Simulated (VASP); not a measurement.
**Br: single point with PBE**

Crystal: Br.

```xyz
1
Lattice="3.7841 0.0000 0.0000 -1.8920 3.2771 0.0000 0.0000 0.0000 2.5901" Properties=species:S:1:pos:R:3 pbc="T T T"
Br    0.0000    0.0000    0.0000
```

This cell differs from its parent crystal: volume scaled by 0.9.

* Program: VASP 6.6.1
* Task: single point
* Functional: PBE
* Potentials or basis: VASP PAW PBE potentials, release 64 (Br)
* Cutoff: 520 eV
* k mesh: 15 × 15 × 14
* Occupations: fermi-dirac, width 0.1 eV
* Spin: no spin polarisation
* Dipole correction: no
* Further INCAR settings: ALGO = Normal; EDIFF = 1e-07; NBANDS = 10

```
Pressure : 0.9 GPa
```

Levels at points of the mesh, in eV from the Fermi level:
```csv
k point,band 1,band 2,band 3,band 4,band 5,band 6,band 7,band 8
"(0.00, 0.00, 0.00)",-15.62,-1.49,-1.49,3.82,5.47,10.43,10.43,12.50
"(0.00, 0.00, 0.50)",-12.85,-5.94,0.54,0.54,10.42,11.26,11.30,11.30
```

Wall time 52 s on 1 thread of Intel(R) Xeon(R) Platinum 8488C (Sapphire Rapids), with other jobs on the host, peak memory 0.18 GiB.

Caveat: an odd number of electrons without spin polarisation forces a metal; a magnetic or distorted state may lie lower.
